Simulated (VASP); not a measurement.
**TeW: single point with PBE**

Crystal: TeW.

```xyz
2
Lattice="0.0000 2.8048 2.8048 2.8048 0.0000 2.8048 2.8048 2.8048 0.0000" Properties=species:S:1:pos:R:3 pbc="T T T"
Te    0.0000    0.0000    0.0000
W     2.8048    2.8048    2.8048
```

The cell was built from a structure type or drawn by symmetry, and may not be a known phase.

| Quantity | Value |
| --- | --- |
| Program | VASP 6.6.1 |
| Task | single point |
| Functional | PBE |
| Potentials or basis | VASP PAW PBE potentials, release 64 (Te, W_sv) |
| Cutoff | 500 eV |
| k mesh | 6 × 6 × 6 |
| Occupations | gaussian, width 0.2 eV |
| Spin | no spin polarisation |
| Dipole correction | no |
| Further INCAR settings | ALGO = Normal; EDIFF = 1e-06; NBANDS = 17 |

```
Pressure               : -0.8 GPa
Band gap on the k mesh : zero (bands 10 and 11 overlap by 1.55 eV)
```

Levels at points of the mesh, in eV from the Fermi level:
```csv
k point,band 7,band 8,band 9,band 10,band 11,band 12,band 13,band 14
"(0.00, 0.00, 0.00)",-1.67,-1.67,-1.39,-1.39,-1.39,-1.31,-1.31,2.54
"(0.50, 0.00, 0.00)",-4.78,-4.78,-0.04,-0.04,0.15,2.34,4.85,4.85
"(0.50, 0.50, 0.00)",-3.31,-3.31,-3.10,-0.54,-0.48,0.60,0.60,2.38
```

It took 11 s on 1 thread of Intel(R) Xeon(R) Platinum 8259CL CPU @ 2.50GHz (Skylake/Cascade Lake), with other jobs on the host, peak memory 0.17 GiB.

Caveat: spin-orbit coupling is left out, which moves the levels of the heavy elements.
